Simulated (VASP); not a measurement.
A run of VASP 6.6.1 is set up as follows.

The input POSCAR:

```
Zn
1.0
    2.2681701736     -1.3084870100      0.0000000000
    2.2681701736      1.3084870100      0.0000000000
   -1.5917165425      0.0000000000      7.3004081919
Zn
3
Direct
    0.0000000000      0.0000000000      0.0000000000
    0.2219821400      0.2219821400      0.6654950200
    0.7780178600      0.7780178600      0.3345049800
```

File INCAR.step1:

```
SYSTEM = Zn
  ALGO = Normal
  EDIFF = 1E-4
  ENCUT = 520
  GGA = PE
  ISMEAR = 0
  LASPH = .TRUE.
  LCHARG = .FALSE.
  LREAL = .FALSE.
  LWAVE = .TRUE.
  NBANDS = 25
  NELM = 100
  PREC = Accurate
  SIGMA = 0.1
```

File INCAR.step2:

```
SYSTEM = Zn
  ALGO = Normal
  EDIFF = 1E-7
  ENCUT = 520
  ISIF = 2
  ISMEAR = 0
  ISTART = 1
  IVDW = 12
  LASPH = .TRUE.
  LCHARG = .TRUE.
  LELF = .TRUE.
  LMIXTAU = .TRUE.
  LREAL = .FALSE.
  LVHAR = .TRUE.
  LWAVE = .FALSE.
  METAGGA = R2SCAN
  NBANDS = 25
  NELM = 100
  PREC = Accurate
  SIGMA = 0.1
  VDW_A1 = 0.49484001
  VDW_A2 = 5.73083694
  VDW_S6 = 1.0
  VDW_S8 = 0.78981345
```

File KPOINTS:

```
k-points
0
G
  4 4 1
  0 0 0
```

Potentials or basis: VASP PAW PBE potentials, release 64 (Zn).

The run is started by

```sh
$ cat potpaw_PBE.64/Zn/POTCAR > POTCAR
$ cp INCAR.step1 INCAR
$ mpirun -np 1 vasp_std > vasp.out
$ cp INCAR.step2 INCAR
$ mpirun -np 1 vasp_std > vasp.out
```

(1) Predict the largest force.

(2) What does it give for the pressure?

(3) Estimate the band gap on the k mesh.

Results:

(1) 0.106 eV/Å.

(2) -2.7 GPa.

(3) zero (band 18 reaches 3.42 eV, above the bottom of band 19 at 3.19 eV).

Caveat: the k points lie up to 0.86 Å⁻¹ apart; three body term missing; the PAW data sets were made with another functional, which shifts forces and pressure a little; pairwise dispersion overbinds metals, which lowers pressure and volume.
